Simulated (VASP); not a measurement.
Here is a VASP 6.6.1 calculation.

POSCAR

```
MgO
1.0
    0.0000000000      2.1021680266      2.1021680266
    2.1021680266      0.0000000000      2.1021680266
    2.1021680266      2.1021680266      0.0000000000
Mg O
1 1
Direct
    0.0000000000      0.0000000000      0.0000000000
    0.5000000000      0.5000000000      0.5000000000
```

The input INCAR.step1:

```
SYSTEM = MgO
  PREC = Accurate
  ENCUT = 660
  ISMEAR = 0
  SIGMA = 0.01
  LREAL = .False.
  LASPH = .True.
  NELM = 120
  NBANDS = 11
  GGA = PE
  ALGO = Normal
  EDIFF = 1E-5
  LWAVE = .True.
  LCHARG = .False.
  GGA_COMPAT = .False.
```

File INCAR.step2:

```
SYSTEM = MgO
  PREC = Accurate
  ENCUT = 660
  EDIFF = 1E-6
  ISMEAR = 0
  SIGMA = 0.01
  LREAL = .False.
  LASPH = .True.
  NELM = 120
  ALGO = Normal
  ISIF = 2
  LWAVE = .False.
  LCHARG = .False.
  METAGGA = R2SCAN
  LMIXTAU = .True.
  NBANDS = 11
  ISTART = 1
  GGA_COMPAT = .False.
```

File KPOINTS:

```
regular mesh
0
Gamma
  10 10 10
  0 0 0
```

Potentials or basis: VASP PAW PBE potentials, release 64 (Mg, O).

The run is started by

```console
$ cat potpaw_PBE.64/Mg/POTCAR potpaw_PBE.64/O/POTCAR > POTCAR
$ cp INCAR.step1 INCAR
$ mpirun -np 1 vasp_std > vasp.out
$ cp INCAR.step2 INCAR
$ mpirun -np 1 vasp_std > vasp.out
```

Task: What does it give for the pressure?

Result: -1.4 GPa.

Task: Predict the band gap on the k mesh.

Result: 5.66 eV, direct.

Caveat: the PAW data sets were made with another functional, which shifts forces and pressure a little.

**Experimental background.**

“Electronic structure of alkaline earth and post-transition metal oxides”, 2009, arxiv:0908.1581 quotes, for a bulk crystal of MgO: band gap 7.83 eV.

A measured gap of MgO is 7.83 eV (quoted in “Electronic structure of alkaline earth and post-transition metal oxides”, 2009, arxiv:0908.1581); the calculated 5.66 eV misses it by -2.17 eV. The value is that of r2SCAN, without temperature or zero-point motion.
